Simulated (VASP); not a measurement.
Write the native input for VASP 6.6.1 that does the following.

| Quantity | Value |
| --- | --- |
| Task | single point |
| Functional | PBE |
| Potentials or basis | VASP PAW PBE potentials, release 64 (Al, B, As) |
| Cutoff | 520 eV |
| k mesh | 10 × 10 × 10 |
| Occupations | gaussian, width 0.1 eV |
| Spin | no spin polarisation |
| Dipole correction | no |
| Further INCAR settings | ALGO = Normal; EDIFF = 1e-06; NBANDS = 18 |

The structure of Al2BAs2 lies in POSCAR:

```
Al2BAs2
1.0
   -2.6074659912      2.6074659912      3.3980368960
    2.6074659912     -2.6074659912      3.3980368960
    2.6074659912      2.6074659912     -3.3980368960
Al B As
2 1 2
Direct
    0.8078808624      0.8078808624      0.0000000000
    0.1921191376      0.1921191376      0.0000000000
    0.5000000000      0.5000000000      0.0000000000
    0.7500000000      0.2500000000      0.5000000000
    0.2500000000      0.7500000000      0.5000000000
```

The cell was built from a structure type or drawn by symmetry, and may not be a known phase.

The input as run:

INCAR

```
SYSTEM = Al2BAs2
PREC     = Accurate       ! precision mode
ENCUT    = 520            ! plane-wave cutoff, eV
EDIFF    = 1E-6           ! SCF threshold, eV
ISMEAR   = 0              ! smearing method
SIGMA    = 0.1            ! smearing width, eV
LREAL    = .FALSE.        ! projectors in reciprocal space
LASPH    = .TRUE.         ! aspherical terms in the spheres
NELM     = 100            ! most SCF steps
ALGO     = Normal         ! electronic algorithm
ISIF     = 2              ! what is computed and relaxed
LWAVE    = .FALSE.        ! write WAVECAR
LCHARG   = .FALSE.        ! write CHGCAR
GGA      = PE             ! functional
NBANDS   = 18             ! bands
```

KPOINTS

```
regular mesh
0
G
  10 10 10
  0 0 0
```

Potentials or basis: VASP PAW PBE potentials, release 64 (Al, B, As).

Run with:

```sh
$ cat potpaw_PBE.64/Al/POTCAR potpaw_PBE.64/B/POTCAR potpaw_PBE.64/As/POTCAR > POTCAR
$ mpirun -np 1 vasp_std > vasp.out
```

Results of the run:

The pressure is 0.1 GPa. The largest force is 0.007 eV/Å and the band gap on the k mesh is zero (an odd number of electrons rules out a gap without spin polarisation).

Wall time 4.3 min on 1 thread of Intel Xeon 8259CL (shared host), peak memory 0.35 GiB.
